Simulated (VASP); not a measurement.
Runs of VASP 6.6.1 on Tl. It takes space group P6_3/mmc (No. 194, hexagonal). Conventional cell: a = 3.401 Å, b = 3.401 Å, c = 5.443 Å, α = 90.00°, β = 90.00°, γ = 120.00°. Tl (site symmetry -6m2) has 12 Tl at 3.36 to 3.40 Å within 4.4 Å. 

| smearing | gap on the mesh (eV) | pressure (GPa) |
| --- | --- | --- |
| gaussian 0.01 eV | none | 0.1 |
| methfessel-paxton 0.03 eV | none | 0.0 |
| gaussian 0.3 eV | none | 0.1 |
| fermi-dirac 1 eV | none | 3.4 |
| gaussian 1 eV | none | (b) |
| gaussian 0.6 eV | none | 0.3 |
| gaussian 0.1 eV | none | 0.0 |
| methfessel-paxton 0.1 eV | none | 0.0 |
| methfessel-paxton 0.01 eV | none | 0.0 |
| fermi-dirac 0.3 eV | none | 0.4 |
| fermi-dirac 0.6 eV | none | (a) |
| gaussian 0.2 eV | none | 0.1 |

Alike in all rows: task single point; level LDA; potentials or basis VASP PAW LDA potentials, release 64 (Tl_d); no spin polarisation; cell as given; k mesh 11 × 11 × 6; cutoff (eV) 520.

Fill in the values left out.

(a) 1.6; (b) 0.7.

Caveats: spin-orbit coupling is left out, which moves the levels of the heavy elements; so wide a smearing shifts energies and pressures (at least some runs); the cell stands under pressure (at least some runs).

A k mesh can miss the band edges, and the runs leave out spin-orbit coupling on Tl.

A gap of «none» marks levels without a gap at the run's occupations.
